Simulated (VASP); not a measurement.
# MoS2 (P6_3/mmc) in VASP: single point with PBE

Aim: the single point of MoS2 with PBE.

Program: VASP 6.6.1. These are calculated values, not measurements. Logs are shortened: lines on timing, memory, paths and dates and some standing lists are left out, and cuts for length are marked.

## (1) The cell of the first run

Symmetry: P6_3/mmc, No. 194, hexagonal system. The conventional cell has a = 3.169 Å, b = 3.169 Å, c = 12.324 Å, α = 90.00°, β = 90.00°, γ = 120.00°. Within 3.2 Å of Mo (site symmetry -6m2) lie 6 S at 2.41 Å and 6 Mo at 3.17 Å. Within 3.2 Å of S (site symmetry 3m) lie 3 Mo at 2.41 Å and 7 S at 3.13 to 3.17 Å.

## (2) Single point, PBE

INCAR reads:

```
PREC = Accurate
ENCUT = 520
EDIFF = 1E-7
ISMEAR = 0
SIGMA = 0.05
LREAL = F
LASPH = T
NELM = 100
ALGO = Normal
ISIF = 2
LWAVE = F
LCHARG = T
GGA = PE
LELF = T
LVHAR = T
NBANDS = 35
```

KPOINTS reads:

```
Automatic mesh
0
Gamma
  18 18 4
```

POSCAR reads:

```
MoS2
1.0
    3.1690000000      0.0000000000      0.0000000000
   -1.5845000000      2.7444345000      0.0000000000
    0.0000000000      0.0000000000     12.3240000000
Mo S
2 4
Direct
    0.3333333300      0.6666666700      0.2500000000
    0.6666666700      0.3333333300      0.7500000000
    0.3333333300      0.6666666700      0.6230000000
    0.6666666700      0.3333333300      0.1230000000
    0.3333333300      0.6666666700      0.8770000000
    0.6666666700      0.3333333300      0.3770000000
```

Potentials or basis: VASP PAW PBE potentials, release 64 (Mo_sv, S).

Launch:

```
$ cat potpaw_PBE.64/Mo_sv/POTCAR potpaw_PBE.64/S/POTCAR > POTCAR
$ mpirun -np 1 vasp_std > vasp.out
```

OUTCAR:

```text
PREC = Accurate
   ENCUT = 520
   EDIFF = 1E-7
   ISMEAR = 0
   LREAL = F
   LASPH = T
   NELM = 100
   ISIF = 2
   GGA = PE

 ion  position               nearest neighbor table
   1  0.333  0.667  0.250-   4 2.41   6 2.41   4 2.41   6 2.41   4 2.41   6 2.41
   2  0.667  0.333  0.750-   3 2.41   5 2.41   3 2.41   5 2.41   3 2.41   5 2.41
   3  0.333  0.667  0.623-   2 2.41   2 2.41   2 2.41
   4  0.667  0.333  0.123-   1 2.41   1 2.41   1 2.41
   5  0.333  0.667  0.877-   2 2.41   2 2.41   2 2.41
   6  0.667  0.333  0.377-   1 2.41   1 2.41   1 2.41

  LATTYP: Found a hexagonal cell.
 ALAT       =     3.1690000000
 C/A-ratio  =     3.8889239508

  Lattice vectors:

 A1 = (   3.1690000000,   0.0000000000,   0.0000000000)
 A2 = (  -1.5845000000,   2.7444345000,   0.0000000000)
 A3 = (   0.0000000000,   0.0000000000,  12.3240000000)

Analysis of symmetry for initial positions (statically):
=====================================================================
 Subroutine PRICEL returns:
 Original cell was already a primitive cell.

 Routine SETGRP: Setting up the symmetry group for a
 hexagonal supercell.

 Subroutine GETGRP returns: Found 24 space group operations
 (whereof 12 operations were pure point group operations)
 out of a pool of 24 trial point group operations.

The static configuration has the point symmetry D_3d.
 The point group associated with its full space group is D_6h.

Analysis of symmetry for dynamics (positions and initial velocities):
=====================================================================
 Subroutine PRICEL returns:
 Original cell was already a primitive cell.

 Routine SETGRP: Setting up the symmetry group for a
 hexagonal supercell.

 Subroutine GETGRP returns: Found 24 space group operations
 (whereof 12 operations were pure point group operations)
 out of a pool of 24 trial point group operations.

The dynamic configuration has the point symmetry D_3d.
 The point group associated with its full space group is D_6h.

 Subroutine INISYM returns: Found 24 space group operations
 (whereof 12 operations are pure point group operations),
 and found     1 'primitive' translations

----------------------------------------------------------------------------------------

                                     Primitive cell

  volume of cell :     107.1832

  direct lattice vectors                    reciprocal lattice vectors
     3.169000000  0.000000000  0.000000000     0.315556958  0.182186895  0.000000000
    -1.584500000  2.744434500  0.000000000     0.000000000  0.364373790  0.000000000
[... 98 lines left out ...]
   NFREE  =      0    steps in history (QN), initial steepest desc. (CG)
   ISIF   =      2    stress and relaxation
   ISYM   =      2    0-nonsym 1-usesym 2-fastsym
   POTIM  = 0.5000    time-step for ionic-motion
   TEBEG  =    0.0;   TEEND  =   0.0 temperature during run
   PSTRESS=    0.0 pullay stress
   NELECT =      52.0000    total number of electrons
   NUPDOWN=      -1.0000    fix difference up-down
   EMIN   =  10.00;   EMAX   =-10.00  energy-range for DOS
   EFERMI =   0.00;   METHOD = LEGACY
   ISMEAR =     0;   SIGMA  =   0.05  broadening in eV -4-tet -1-fermi 0-gaus
   EFERMI_NEDOS =   21; number of points for ismear=-14 and -15
   IALGO  =     38    algorithm
   IMIX   =      4    mixing-type and parameters
     AMIX     =   0.40;   BMIX     =  1.00
     AMIX_MAG =   1.60;   BMIX_MAG =  1.00
  volume/ion in A,a.u.               =      17.86       120.55
  Fermi-wavevector in a.u.,A,eV,Ry     =   1.286373  2.430893 22.514325  1.654756
  Thomas-Fermi vector in A             =   2.418452
   LORBIT       =      0    0 simple, 1 ext, 2 COOP (PROOUT), +10 PAW based schemes
   GGA     = PE    functional components
   LHFCALC =     F    Hartree Fock is set to
   AEXX    =    0.0000 exact exchange contribution
   IVDW    =     0    specifies the selected vdW correction
   LEPSILON=     F    determine dielectric tensor
   LRPA    =     F    only Hartree local field effects (RPA)
 non-spin polarized calculation
 Gauss-broadening in eV      SIGMA  =   0.05
  energy-cutoff  :      520.00
  volume of cell :      107.18
 maximum number of plane-waves:      2908
 NGX is ok and might be reduce to    24
   NGX = 11   NGY = 11   NGZ = 45

 number of electron      51.9999997 magnetization

 Free energy of the ion-electron system (eV)
  ---------------------------------------------------
  ext. energy  EPLUGINS =         0.00000000
  ---------------------------------------------------
  free energy    TOTEN  =       -43.61413403 eV

  energy without entropy =      -43.61413403  energy(sigma->0) =      -43.61413403

 E-fermi :   7.8398     XC(G=0): -10.8172

 val. band max:        7.4843422325   @ k =   0.0000   0.0000   0.0000
 cond. band min:       8.3832482486   @ k =   0.1667   0.1667   0.0000
 fundamental gap:      0.8989060160
 Fermi energy:         7.8398083448

 k-point     1 :       0.0000    0.0000    0.0000
  band No.  band energies     occupation
      1     -54.0204      2.00000
      2     -54.0204      2.00000
      3     -28.1693      2.00000
      4     -28.1693      2.00000
      5     -27.9502      2.00000
      6     -27.9502      2.00000
[... 901 lines left out ...]
     34      11.5411      0.00000
     35      13.2149      0.00000

 [... further k-points ...]

------------------------ aborting loop because EDIFF is reached ----------------------------------------

  FORCE on cell =-STRESS in cart. coord.  units (eV):
  Direction    XX          YY          ZZ          XY          YZ          ZX
  --------------------------------------------------------------------------------------
  -------------------------------------------------------------------------------------
  Total        1.1664735      1.1664735      1.4100764     -0.0000000     -0.0000000      0.0000000
  in kB       17.4364741     17.4364741     21.0778558     -0.0000000     -0.0000000      0.0000000
  external PRESSURE =      18.6502680 kB  Pullay stress =       0.0000000 kB

 VOLUME and BASIS-vectors are now :
 -----------------------------------------------------------------------------
  energy-cutoff  :      520.00
  volume of cell :      107.18
      direct lattice vectors                 reciprocal lattice vectors
     3.169000000  0.000000000  0.000000000     0.315556958  0.182186895  0.000000000
    -1.584500000  2.744434500  0.000000000     0.000000000  0.364373790  0.000000000
     0.000000000  0.000000000 12.324000000     0.000000000  0.000000000  0.081142486

 POSITION                                       TOTAL-FORCE (eV/Angst)
 -----------------------------------------------------------------------------------
     -0.00000      1.82962      3.08100         0.000000      0.000000      0.000000
      1.58450      0.91481      9.24300        -0.000000     -0.000000      0.000000
     -0.00000      1.82962      7.67785        -0.000000      0.000000      0.077889
      1.58450      0.91481      1.51585         0.000000     -0.000000      0.077889
     -0.00000      1.82962     10.80815        -0.000000      0.000000     -0.077889
      1.58450      0.91481      4.64615         0.000000      0.000000     -0.077889
 -----------------------------------------------------------------------------------
    total drift:                               -0.000014      0.000008     -0.000000

  FREE ENERGIE OF THE ION-ELECTRON SYSTEM (eV)
  ---------------------------------------------------
  free  energy   TOTEN  =       -43.6141340274 eV

  energy  without entropy=      -43.6141340274  energy(sigma->0) =      -43.61413403
```

stdout:

```text
POSCAR found type information on POSCAR MoS
 POSCAR found :  2 types and       6 ions
 scaLAPACK will be used
 LDA part: xc-table for (Slater+PW92), standard interpolation
 POSCAR, INCAR and KPOINTS ok, starting setup
 FFT: planning ... GRIDC
 FFT: planning ... GRID_SOFT
 FFT: planning ... GRID
 WAVECAR not read
 entering main loop
```

It took 6.5 min on 1 thread of Intel Xeon Platinum 8259CL at 2.50GHz (Skylake/Cascade Lake), shared host; peak memory 0.44 GiB.

What came out:

| Property | Result |
| --- | --- |
| Free energy | -43.6141 eV |
| Pressure | 1.9 GPa |
| Largest force | 0.078 eV/Å |
| Band gap on the k mesh | 0.90 eV (least direct gap 1.66 eV) |

Forces in eV/Å, atoms in the order of the input:
```
Mo   0.000  0.000  0.000
Mo   0.000  0.000  0.000
S    0.000  0.000  0.078
S    0.000  0.000  0.078
S    0.000  0.000 -0.078
S    0.000  0.000 -0.078
```

Stress tensor (GPa, compression positive):
```
1.74 0.00 0.00
0.00 1.74 0.00
0.00 0.00 2.11
```

Caveat: this functional lacks dispersion, which binds layers or chains, so the pressure and a relaxed spacing across them are unreliable. A k mesh can miss the band edges.
